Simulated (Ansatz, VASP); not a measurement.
## Two plane-wave programs on Ge8N

INCAR

```
SYSTEM = Ge8N
PREC = Accurate ; ENCUT = 520
EDIFF = 1E-7 ; ISMEAR = 0
SIGMA = 0.15 ; LREAL = .False.
LASPH = .True. ; NELM = 60
ALGO = Fast ; ISIF = 2
LWAVE = .False. ; LCHARG = .False.
GGA = PE ; NBANDS = 68
```

KPOINTS

```
regular mesh
0
Gamma
  6 6 6
  0 0 0
```

The input POSCAR:

```
Ge8N
1.0
    5.7615827908      0.0000000000      0.0000000000
    0.0000000000     -5.7615827908      0.0000000000
    0.0000000000      0.0000000000     -5.7615827908
Ge N
8 1
Direct
    0.5000000000      0.0000000000      0.0000000000
    0.0000000000      0.5000000000      0.0000000000
    0.0000000000      0.0000000000      0.5000000000
    0.5000000000      0.5000000000      0.5000000000
    0.7500000000      0.7500000000      0.7500000000
    0.2500000000      0.2500000000      0.7500000000
    0.2500000000      0.7500000000      0.2500000000
    0.7500000000      0.2500000000      0.2500000000
    1.0833333333      0.4583333333      0.7916666667
```

Input for Ansatz:

```yaml
crystal:
  lattice:
    - [5.7615827908, 0.0, 0.0]
    - [0.0, -5.7615827908, 0.0]
    - [0.0, 0.0, -5.7615827908]
  atoms:
    - { symbol: Ge, position: [0.5, 0.0, 0.0] }
    - { symbol: Ge, position: [0.0, 0.5, 0.0] }
    - { symbol: Ge, position: [0.0, 0.0, 0.5] }
    - { symbol: Ge, position: [0.5, 0.5, 0.5] }
    - { symbol: Ge, position: [0.75, 0.75, 0.75] }
    - { symbol: Ge, position: [0.25, 0.25, 0.75] }
    - { symbol: Ge, position: [0.25, 0.75, 0.25] }
    - { symbol: Ge, position: [0.75, 0.25, 0.25] }
    - { symbol: "N", position: [1.0833333333, 0.4583333333, 0.7916666667] }
basis:
  ecutwfc: 420
kpoints:
  mp_grid: { grid: [6, 6, 6] }
hamiltonian:
  xc: pbe
  pseudopotentials: { kind: paw, azcp: { folder: soft_1 } }
scf:
  occupations: { method: gaussian, width: 0.15 }
output:
  forces: true
  stress: true
  eigenvalues: true
```

Alike in both runs: task single point; functional PBE; k mesh 6 × 6 × 6; occupations gaussian, width 0.15 eV; no spin polarisation.

|  | VASP | Ansatz |
| --- | --- | --- |
| version | VASP 6.6.1 | Ansatz 0.2.0 |
| potentials or method | VASP PAW PBE potentials, release 64 (Ge_d, N), cutoff 520 eV | scalar-relativistic, plane waves, PAW |
| valence electrons in the cell | 117 | 117 |

Ansatz gave:

```
gap on the k mesh at the Fermi level (eV)                     : none
pressure (GPa)                                                : 25.7
traceless stress, the component that is largest in VASP (GPa) : 20.28
rms of the force components (eV/Å)                            : 11.621
```

What did VASP give for the same quantities?

gap on the k mesh at the Fermi level (eV): none; pressure (GPa): 24.3; traceless stress, the component that is largest in VASP (GPa): 19.05; rms of the force components (eV/Å): 10.802.

Atom by atom the forces differ by 0.829 eV/Å (rms over components). A gap of «none» marks a metal or a gap that the smearing closes. The functional is the same, so the differences come from potentials, cutoffs and numerics.
